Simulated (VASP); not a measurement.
Crystal: C3N.

```
C N
1.0
     2.69869    0.00000    0.00000
     0.00000    2.69869    0.00000
     0.00000    0.00000    4.46412
C N
3 1
Direct
  0.50000 0.50000 0.84320
  0.00000 0.00000 0.50000
  0.50000 0.50000 0.15680
  0.00000 0.00000 0.00000
```

```yaml
Program: VASP 6.6.1
Task: relaxation of cell and atoms
Functional: PBE
Potentials_or_basis: VASP PAW PBE potentials, release 64 (C, N)
Cutoff: 600 eV
k_mesh: 6 × 6 × 4
Occupations: gaussian, width 0.1 eV
Spin: no spin polarisation
```

At the start: pressure -0.2 GPa; volume 8.13 Å³/atom.

How do energy, volume and symmetry change on relaxing?

Over 4 steps the energy falls by 5.2 meV/atom and the volume is 8.16 Å³/atom (+0.4 %); space group P4/mmm (No. 123, to 0.05 Å).

Step by step:
| step | energy change (eV) | largest force (eV/Å) | pressure (GPa) | volume (Å³) |
| --- | --- | --- | --- | --- |
| 1 | 0.0000 | 0.0211 | -0.17 | 32.51 |
| 2 | -0.0149 | 0.4430 | 1.81 | 32.47 |
| 3 | -0.0152 | 0.4972 | 2.11 | 32.46 |
| 4 | -0.0209 | 0.0243 | 0.08 | 32.64 |

Final structure:
```
C N
1.0
     2.73348    0.00000    0.00000
     0.00000    2.73348    0.00000
     0.00000    0.00000    4.36850
C N
3 1
Direct
  0.50000 0.50000 0.84065
  0.00000 0.00000 0.50000
  0.50000 0.50000 0.15935
  0.00000 0.00000 0.00000
```

Caveat: the k points lie up to 0.38 Å⁻¹ apart in the final cell.
